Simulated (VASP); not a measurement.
# Si3C2 (P-6m2) in VASP: further runs, part 2 of 2

VASP 6.6.1. The steps go on from the part before.

### 5 Relaxation of cell and atoms, PBE

This run uses another cell than the first one, of 14.24 Å³/atom, 1.355 times its volume.

File INCAR:

```
  PREC = Accurate
  ENCUT = 600
  EDIFF = 1E-6
  ISMEAR = 0
  SIGMA = 0.1
  LREAL = F
  LASPH = T
  NELM = 80
  ALGO = Normal
  ISIF = 3
  LWAVE = F
  LCHARG = F
  GGA = PE
  IBRION = 2
  NSW = 90
  EDIFFG = -0.04
```

File KPOINTS:

```
Automatic mesh
0
Gamma
  6 6 1
```

File POSCAR:

```
Si3C2
1.0
    2.7243899600      0.0000000000      0.0000000000
   -1.3621949800      2.3593909200      0.0000000000
    0.0000000000      0.0000000000     22.1585041900
Si C
6 4
Direct
    0.3333333300      0.6666666700      0.4000000000
    0.3333333300      0.6666666700      0.6000000000
    0.6666666700      0.3333333300      0.9000000000
    0.6666666700      0.3333333300      0.1000000000
    0.6666666700      0.3333333300      0.3000000000
    0.6666666700      0.3333333300      0.7000000000
    0.3333333300      0.6666666700      0.8000000000
    0.3333333300      0.6666666700      0.0000000000
    0.3333333300      0.6666666700      0.2000000000
    0.6666666700      0.3333333300      0.5000000000
```

Started as:

```sh
$ cat potpaw_PBE.64/Si/POTCAR potpaw_PBE.64/C/POTCAR > POTCAR
$ mpirun -np 1 vasp_std > vasp.out
```

Run time: 10 min. Hardware: 1 thread of Intel Xeon 6975P-C (Granite Rapids), shared host; peak memory 0.33 GiB.

The run converged. Its results:

```yaml
Free_energy: -61.4697 eV
Relaxed_volume: 10.52 Å³/atom
Relaxed_cell: a = 2.922 Å, b = 2.922 Å, c = 14.220 Å, α = 90.00°, β = 90.00°, γ = 120.00°
Space_group_after_relaxing_to_0.05_Å: P-6m2 (No. 187)
Energy_gained_by_relaxing: 1495.1 meV/atom
Ionic_steps: 30
Pressure_after_relaxing: -0.1 GPa
Largest_force_after_relaxing: 0.023 eV/Å
Band_gap_on_the_k_mesh: zero (band 20 reaches 14.63 eV, above the bottom of band 21 at 9.42 eV)
```

Forces in eV/Å, atoms in the order of the input:
```
Si   0.000  0.000  0.009
Si   0.000  0.000 -0.009
Si   0.000  0.000  0.023
Si   0.000  0.000 -0.023
Si   0.000  0.000  0.004
Si   0.000  0.000 -0.004
C    0.000  0.000  0.016
C    0.000  0.000  0.000
C    0.000  0.000 -0.016
C    0.000  0.000  0.000
```

Stress tensor (GPa, compression positive):
```
 0.01  0.00  0.00
 0.00  0.01  0.00
 0.00  0.00 -0.18
```

The path:
```
step  energy change (eV)  largest force (eV/Å)  pressure (GPa)  volume (Å³)
   1              0.0000                1.8417          -16.11       142.43
   2             -3.5285                2.9411           -7.04       114.83
   3             -4.4526                2.6315            6.14       101.63
   4             -4.4699                2.4840           11.39        98.34
   5             -5.8329                1.5778           24.02        93.04
   6             22.3774               83.2430          221.86        74.19
   7             -4.4742                3.8325           22.51        92.24
   8             -9.4340                1.7873           53.33        83.72
   9             -7.7066               11.7781           84.51        80.01
  10             -9.5124                2.5490           56.36        83.19
  11            -10.0825                5.1380           57.47        83.63
  12            -10.1352                6.3515           58.72        83.79
  13            -10.8852                5.5990           51.06        85.43
  14            -12.7000                3.9213           31.19        90.47
  15            -14.4309                0.8744            3.24       101.05
  16            -14.5535                1.0835           -2.40       104.37
  17            -14.5655                1.1574           -4.53       105.83
  18            -14.6683                1.0150           -4.00       105.76
  19            -14.8370                0.8654           -2.18       105.50
  20            -14.8375                0.8797           -2.07       105.48
  21            -14.8707                0.7090           -1.30       104.98
  22            -14.9115                0.3579            1.19       103.51
  23            -14.9117                0.3484            0.99       103.62
  24            -14.9215                0.3390            0.75       103.84
  25            -14.9398                0.3129            0.08       104.51
  26            -14.9388                0.4603           -1.12       105.84
  27            -14.9446                0.3065           -0.54       105.18
  28            -14.9508                0.0979            0.14       105.15
  29            -14.9510                0.0651            0.04       105.15
  30            -14.9512                0.0232           -0.06       105.18
```

Final structure:
```
Si C
1.0
     2.92244    0.00000    0.00000
    -1.46122    2.53091    0.00000
     0.00000    0.00000   14.22015
Si C
6 4
Direct
  0.33333 0.66667 0.41528
  0.33333 0.66667 0.58472
  0.66667 0.33333 0.91280
  0.66667 0.33333 0.08720
  0.66667 0.33333 0.26280
  0.66667 0.33333 0.73720
  0.33333 0.66667 0.80158
  0.33333 0.66667 0.00000
  0.33333 0.66667 0.19842
  0.66667 0.33333 0.50000
```

Levels at points of the mesh, in eV from the Fermi level:
```csv
k point,band 17,band 18,band 19,band 20,band 21,band 22,band 23,band 24
"(0.00, 0.00, 0.00)",-0.27,-0.27,1.27,4.28,4.28,4.74,5.51,5.98
"(0.50, 0.00, 0.00)",-2.93,-2.30,-1.91,-1.80,-0.30,0.61,1.53,1.80
```

Caveat: the k points lie up to 0.44 Å⁻¹ apart in the final cell; the volume moved by over 15 % at a fixed basis, so the end points are rough.

### 6 Single point, PBE, collinear spin, ferromagnetic start

This run uses another cell than the first one, of 14.24 Å³/atom, 1.355 times its volume.

File INCAR:

```
SYSTEM = Si3C2
PREC = Accurate
ENCUT = 520
EDIFF = 1E-6
ISMEAR = 0
SIGMA = 0.1
LREAL = .FALSE.
LASPH = .TRUE.
NELM = 150
ALGO = Normal
ISIF = 2
LWAVE = .FALSE.
LCHARG = .FALSE.
ISPIN = 2
MAGMOM = 0 0 0 0 0 0 1 1 1 1
LORBIT = 11
GGA = PE
NBANDS = 35
```

File KPOINTS:

```
regular mesh
0
G
  6 6 1
  0 0 0
```

POSCAR is that of step 5.

Potentials or basis: VASP PAW PBE potentials, release 64 (Si, C).

Started as:

```sh
$ cat potpaw_PBE.64/Si/POTCAR potpaw_PBE.64/C/POTCAR > POTCAR
$ mpirun -np 1 vasp_std > vasp.out
```

Wall time 67 s (1 thread of Intel Xeon 6975P-C (Granite Rapids), shared host); peak memory 0.31 GiB.

The run converged. Its results:

```yaml
Free_energy: -46.5713 eV
Pressure: -16.2 GPa
Largest_force: 1.911 eV/Å
Band_gap_on_the_k_mesh: zero (filled and empty bands overlap)
Net_moment: 0.00 μB per cell
Valence_electrons_inside_the_program's_atomic_spheres: Si 1.50, 1.46; C 2.01
```

Forces on the atoms (eV/Å):
```
Si   0.000  0.000  1.759
Si   0.000  0.000 -1.759
Si   0.000  0.000  0.129
Si   0.000  0.000 -0.129
Si   0.000  0.000 -1.911
Si   0.000  0.000  1.911
C    0.000  0.000 -0.419
C    0.000  0.000  0.000
C    0.000  0.000  0.419
C    0.000  0.000  0.000
```

Stress tensor (GPa, compression positive):
```
-13.38   0.00   0.00
  0.00 -13.38   0.00
  0.00   0.00 -21.82
```

Levels at points of the mesh, in eV from the Fermi level:
Spin up:
| k point | band 17 | band 18 | band 19 | band 20 | band 21 | band 22 | band 23 | band 24 |
| --- | --- | --- | --- | --- | --- | --- | --- | --- |
| (0.00, 0.00, 0.00) | 3.39 | 3.42 | 3.42 | 3.43 | 3.43 | 3.46 | 3.46 | 3.48 |
| (0.50, 0.00, 0.00) | -2.71 | -2.39 | -1.83 | -1.14 | -1.06 | 0.46 | 0.74 | 1.70 |
Spin down:
| k point | band 18 | band 19 | band 20 | band 21 | band 22 | band 23 |
| --- | --- | --- | --- | --- | --- | --- |
| (0.00, 0.00, 0.00) | 3.42 | 3.42 | 3.43 | 3.43 | 3.46 | 3.46 |
| (0.50, 0.00, 0.00) | -2.39 | -1.83 | -1.14 | -1.06 | 0.46 | 0.74 |

Caveat: the k points lie up to 0.44 Å⁻¹ apart; forces of over 1 eV/Å act on the atoms, so gaps and moduli don't describe the material at rest.

### 7 The runs side by side

| task | spin | cell | k mesh | cutoff (eV) | gap on the mesh (eV) | pressure (GPa) | largest force (eV/Å) |
| --- | --- | --- | --- | --- | --- | --- | --- |
| single point | off | a = 2.918, b = 2.918, c = 14.256 Å, angles 90.0, 90.0, 120.0°, 10 atoms | 6 × 6 × 1 | 520 | none | 0.1 | 0.01 |
| single point | off | a = 2.724, b = 2.724, c = 22.159 Å, angles 90.0, 90.0, 120.0°, 10 atoms | 6 × 6 × 1 | 520 | none | -16.2 | 1.91 |
| single point | off | a = 2.909, b = 2.909, c = 14.449 Å, angles 90.0, 90.0, 120.0°, 10 atoms | 6 × 6 × 2 | 520 | none | 0.1 | 0.03 |
| relaxation of cell and atoms | off | relaxed from a = 2.724, b = 2.724, c = 22.159 Å, angles 90.0, 90.0, 120.0°, 10 atoms | 6 × 6 × 1 | 600 | none | -0.1 | 0.02 |
| single point | collinear, ferromagnetic start | a = 2.724, b = 2.724, c = 22.159 Å, angles 90.0, 90.0, 120.0°, 10 atoms | 6 × 6 × 1 | 520 | none | -16.2 | 1.91 |

Alike in all rows: level PBE; potentials or basis VASP PAW PBE potentials, release 64 (Si, C); smearing gaussian 0.1 eV.

Caveats: all runs use coarse meshes; forces of over 1 eV/Å act on the atoms, so gaps and moduli don't describe the material at rest (some runs); the volume moved by over 15 % at a fixed basis, so the end points are rough (some runs).

Total energies depend on the potentials used, so only differences within one code and one set of settings carry meaning.
